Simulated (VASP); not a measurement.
# TaSi2 (C2) in VASP: notebook, part 2 of 3

VASP 6.6.1. The steps go on from the part before.

## Step 3: Single point, PBE (atom 4 (Si) moved +0.080 Å towards its neighbour atom 1 (Ta) at 2.839 Å)

INCAR reads:

```
SYSTEM = TaSi2
  PREC = Accurate
  ENCUT = 520
  EDIFF = 1E-6
  ISMEAR = 0
  SIGMA = 0.15
  LREAL = .FALSE.
  LASPH = .TRUE.
  NELM = 80
  ALGO = Fast
  ISIF = 2
  LWAVE = .FALSE.
  LCHARG = .FALSE.
  GGA = PE
  NBANDS = 38
```

KPOINTS reads:

```
regular mesh
0
G
  9 9 6
  0 0 0
```

POSCAR reads:

```
TaSi2
1.0
    4.8051009126      0.0000000000      0.0000000000
   -2.4025504563      4.1613394580      0.0000000000
    0.0000000000      0.0000000000      6.5988658829
Ta Si
3 6
Direct
    0.5000000000      0.0000000000      0.5000000000
    0.5000000000      0.5000000000      0.8333333333
    0.0000000000      0.5000000000      0.1666666667
    0.1685322821      0.3370645642      0.5000000000
    0.8410800075      0.1589199925      0.8333333333
    0.6821600150      0.8410800075      0.1666666667
    0.8410800075      0.6821600150      0.5000000000
    0.1589199925      0.8410800075      0.8333333333
    0.3178399850      0.1589199925      0.1666666667
```

Potentials or basis: VASP PAW PBE potentials, release 64 (Ta_pv, Si).

Run with:

```console
> cat potpaw_PBE.64/Ta_pv/POTCAR potpaw_PBE.64/Si/POTCAR > POTCAR
> mpirun -np 1 vasp_std > vasp.out
```

OUTCAR:

```text
SYSTEM = TaSi2
   PREC = Accurate
   ENCUT = 520
   EDIFF = 1E-6
   ISMEAR = 0
   LREAL = .FALSE.
   LASPH = .TRUE.
   NELM = 80
   ISIF = 2
   GGA = PE

 ion  position               nearest neighbor table
   1  0.500  0.000  0.500-   5 2.62   8 2.62   6 2.62   9 2.62   7 2.74   7 2.74   4 2.76   4 2.78
                             4 2.78   7 2.84   2 3.26   2 3.26   3 3.26   3 3.26
   2  0.500  0.500  0.833-   4 2.60   7 2.62   6 2.62   9 2.62   5 2.74   8 2.74   8 2.74   5 2.74
                             8 2.84   5 2.84   1 3.26   1 3.26   3 3.26   3 3.26
   3  0.000  0.500  0.167-   4 2.60   7 2.62   5 2.62   8 2.62   9 2.74   6 2.74   9 2.74   6 2.74
                             6 2.84   9 2.84   1 3.26   1 3.26   2 3.26   2 3.26
   4  0.169  0.337  0.500-   9 2.59   5 2.59   2 2.60   3 2.60   7 2.73   1 2.76   1 2.78   1 2.78
                             7 2.80   7 2.80
   5  0.841  0.159  0.833-   6 2.57   4 2.59   1 2.62   3 2.62   8 2.65   2 2.74   2 2.74   2 2.84
                             8 2.84   8 2.84
   6  0.682  0.841  0.167-   7 2.57   5 2.57   1 2.62   2 2.62   9 2.65   3 2.74   3 2.74   3 2.84
                             9 2.84   9 2.84
   7  0.841  0.682  0.500-   6 2.57   8 2.57   2 2.62   3 2.62   4 2.73   1 2.74   1 2.74   4 2.80
                             4 2.80   1 2.84
   8  0.159  0.841  0.833-   7 2.57   9 2.57   1 2.62   3 2.62   5 2.65   2 2.74   2 2.74   2 2.84
                             5 2.84   5 2.84
[... 212 lines left out ...]
      2     -25.1867      2.00000
      3     -25.1793      2.00000
      4     -25.1177      2.00000
      5     -25.1075      2.00000
      6     -25.0318      2.00000
[... 973 lines left out ...]
     37      12.2751      0.00000
     38      12.9900      0.00000

 [... further k-points ...]
[... 5 lines left out ...]
  --------------------------------------------------------------------------------------
  -------------------------------------------------------------------------------------
  Total        0.1016002      0.0176657      0.4025565      0.0000000      0.0000000      0.2009449
  in kB        1.2336729      0.2145045      4.8880138      0.0000000      0.0000000      2.4399595
  external PRESSURE =       2.1120637 kB  Pullay stress =       0.0000000 kB

 VOLUME and BASIS-vectors are now :
 -----------------------------------------------------------------------------
  energy-cutoff  :      520.00
  volume of cell :      131.95
      direct lattice vectors                 reciprocal lattice vectors
     4.805100913  0.000000000  0.000000000     0.208112175  0.120153620  0.000000000
    -2.402550456  4.161339458  0.000000000     0.000000000  0.240307240  0.000000000
     0.000000000  0.000000000  6.598865883     0.000000000  0.000000000  0.151541192

 POSITION                                       TOTAL-FORCE (eV/Angst)
 -----------------------------------------------------------------------------------
      2.40255      0.00000      3.29943         0.000000      0.271258      0.000000
      1.20128      2.08067      5.49905         0.041742      0.050078      0.099140
     -1.20128      2.08067      1.09981        -0.041742      0.050078     -0.099140
      0.00000      1.40264      3.29943         0.000000     -0.604719      0.000000
      3.65966      0.66132      5.49905         0.039869     -0.018946     -0.064464
      1.25711      3.50002      1.09981         0.031846      0.055333      0.015467
      2.40255      2.83870      3.29943        -0.000000      0.160532      0.000000
     -1.25711      3.50002      5.49905        -0.031846      0.055333     -0.015467
      1.14544      0.66132      1.09981        -0.039869     -0.018946      0.064464
 -----------------------------------------------------------------------------------
    total drift:                                0.000000      0.000003     -0.000000

  FREE ENERGIE OF THE ION-ELECTRON SYSTEM (eV)
  ---------------------------------------------------
  free  energy   TOTEN  =       -72.2466844465 eV

  energy  without entropy=      -72.1983263109  energy(sigma->0) =      -72.22250538
```

OSZICAR:

```text
N       E                     dE             d eps       ncg     rms          rms(c)
DAV:   1     0.383033775649E+03    0.38303E+03   -0.28070E+04 10680   0.141E+03
DAV:   2    -0.550664659310E+02   -0.43810E+03   -0.42634E+03 12098   0.360E+02
DAV:   3    -0.742413757890E+02   -0.19175E+02   -0.18762E+02 13556   0.658E+01
DAV:   4    -0.745995608305E+02   -0.35819E+00   -0.35566E+00 13480   0.884E+00
DAV:   5    -0.746048961473E+02   -0.53353E-02   -0.53292E-02 13244   0.113E+00    0.308E+01
RMM:   6    -0.723397881069E+02    0.22651E+01   -0.65731E+00 12768   0.101E+01    0.144E+01
RMM:   7    -0.723478638730E+02   -0.80758E-02   -0.35740E+00 13299   0.645E+00    0.261E+00
RMM:   8    -0.722547912569E+02    0.93073E-01   -0.51948E-01 11976   0.302E+00    0.130E+00
RMM:   9    -0.722464856008E+02    0.83057E-02   -0.79758E-02 13162   0.139E+00    0.417E-01
RMM:  10    -0.722473142380E+02   -0.82864E-03   -0.15212E-02 14639   0.449E-01    0.248E-01
RMM:  11    -0.722469806255E+02    0.33361E-03   -0.84531E-03 13204   0.336E-01    0.789E-02
RMM:  12    -0.722466621593E+02    0.31847E-03   -0.11739E-03 12985   0.181E-01    0.366E-02
RMM:  13    -0.722466797743E+02   -0.17615E-04   -0.27096E-04 13775   0.646E-02    0.186E-02
RMM:  14    -0.722466841234E+02   -0.43491E-05   -0.40917E-05 14434   0.255E-02    0.137E-02
RMM:  15    -0.722466841083E+02    0.15110E-07   -0.17909E-05 13532   0.173E-02    0.706E-03
RMM:  16    -0.722466844465E+02   -0.33825E-06   -0.34053E-06 10327   0.813E-03
   1 F= -.72246684E+02 E0= -.72222505E+02  d E =-.483581E-01
```

It took 28 min on 1 thread of Oxide Virtual Turin-like, shared host; peak memory 0.59 GiB.

What came out:

```
Free energy            : -72.2467 eV
Pressure               : 0.2 GPa
Largest force          : 0.605 eV/Å
Band gap on the k mesh : zero (an odd number of electrons rules out a gap without spin polarisation)
```

Forces in eV/Å, atoms in the order of the input:
```
Ta   0.000  0.271  0.000
Ta   0.042  0.050  0.099
Ta  -0.042  0.050 -0.099
Si   0.000 -0.605  0.000
Si   0.040 -0.019 -0.064
Si   0.032  0.055  0.015
Si   0.000  0.161  0.000
Si  -0.032  0.055 -0.015
Si  -0.040 -0.019  0.064
```

Caveat: the cell differs from its parent crystal (atom 4 (Si) moved +0.080 Å towards its neighbour atom 1 (Ta) at 2.839 Å); spin-orbit coupling is left out, which moves the levels of the heavy elements; an odd number of electrons without spin polarisation forces a metal; a magnetic or distorted state may lie lower.

## Step 4: Single point, PBE (atom 4 (Si) moved -0.020 Å towards its neighbour atom 1 (Ta) at 2.839 Å)

INCAR reads:

```
SYSTEM = TaSi2
ALGO = Fast
EDIFF = 1E-7
ENCUT = 520
GGA = PE
ISIF = 2
ISMEAR = 0
LASPH = .True.
LCHARG = .False.
LREAL = .False.
LWAVE = .False.
NBANDS = 38
NELM = 100
PREC = Accurate
SIGMA = 0.15
```

KPOINTS reads:

```
k-points
0
Gamma
  9 9 6
  0 0 0
```

Changes to POSCAR since step 3:

```diff
@@ -11,3 +11,3 @@
     0.0000000000      0.5000000000      0.1666666667
-    0.1685322821      0.3370645642      0.5000000000
+    0.1565169201      0.3130338402      0.5000000000
     0.8410800075      0.1589199925      0.8333333333
```

Run with:

```console
> cat potpaw_PBE.64/Ta_pv/POTCAR potpaw_PBE.64/Si/POTCAR > POTCAR
> mpirun -np 1 vasp_std > vasp.out
```

Wall time 22 min (1 thread of Oxide Virtual Turin-like, shared host); peak memory 0.59 GiB.

It converged, with:

- Free energy: -72.2690 eV
- Pressure: 0.1 GPa
- Largest force: 0.160 eV/Å
- Band gap on the k mesh: zero (an odd number of electrons rules out a gap without spin polarisation)

Forces on the atoms (eV/Å):
```
Ta   0.000 -0.058  0.000
Ta  -0.010 -0.014 -0.024
Ta   0.010 -0.014  0.024
Si   0.000  0.160  0.000
Si  -0.016  0.009  0.017
Si  -0.014 -0.017 -0.005
Si   0.000 -0.056  0.000
Si   0.014 -0.017  0.005
Si   0.016  0.009 -0.017
```

Stress tensor (GPa, compression positive):
```
 0.11  0.00 -0.06
 0.00  0.17  0.00
-0.06  0.00  0.06
```

Levels at points of the mesh, in eV from the Fermi level:
| k point | band 26 | band 27 | band 28 | band 29 | band 30 | band 31 | band 32 | band 33 |
| --- | --- | --- | --- | --- | --- | --- | --- | --- |
| (0.00, 0.00, 0.00) | -2.45 | -2.15 | -2.15 | -1.47 | 0.74 | 2.92 | 2.93 | 3.34 |
| (0.00, 0.00, 0.50) | -2.05 | -1.79 | -1.76 | 1.12 | 1.12 | 2.51 | 2.53 | 3.37 |

Caveat: the cell differs from its parent crystal (atom 4 (Si) moved -0.020 Å towards its neighbour atom 1 (Ta) at 2.839 Å); spin-orbit coupling is left out, which moves the levels of the heavy elements; an odd number of electrons without spin polarisation forces a metal; a magnetic or distorted state may lie lower.

(Part 2 of 3 ends here.)
